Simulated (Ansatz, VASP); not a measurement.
# Two plane-wave programs on PbO2

```
Pb O
1.0
     5.01910    0.00000    0.00000
     0.00000    5.01910    0.00000
     0.00000    0.00000    3.42964
Pb O
2 4
Direct
  0.00000 0.00000 0.00000
  0.50000 0.50000 0.50000
  0.30760 0.30760 0.00000
  0.19240 0.80760 0.50000
  0.69240 0.69240 0.00000
  0.80760 0.19240 0.50000
```

Alike in both runs: functional r2SCAN; k mesh 7 × 7 × 10; occupations fermi-dirac, width 0.1 eV; no spin polarisation.

Ansatz relaxed the structure, and its values are those at the end. VASP's run is a single point on that final structure, the one shown.

|  | VASP | Ansatz |
| --- | --- | --- |
| version | VASP 6.6.1 | Ansatz 0.2.0 |
| potentials or method | VASP PAW PBE potentials, release 64 (Pb_d, O), cutoff 520 eV | PAW plane waves |
| valence electrons in the cell | 52 | 52 |

Ansatz gave:

```
pressure (GPa)                     : -2.8
rms of the force components (eV/Å) : 0.005
```

Task: Estimate VASP's values.

Result: Pressure (GPa): -2.0; rms of the force components (eV/Å): 0.002.

VASP's potentials were made for PBE, not for r2SCAN. The functional is the same, so the differences come from potentials, cutoffs and numerics. Ansatz's warnings: stress scf threshold loose.

Spin-orbit coupling is off throughout.
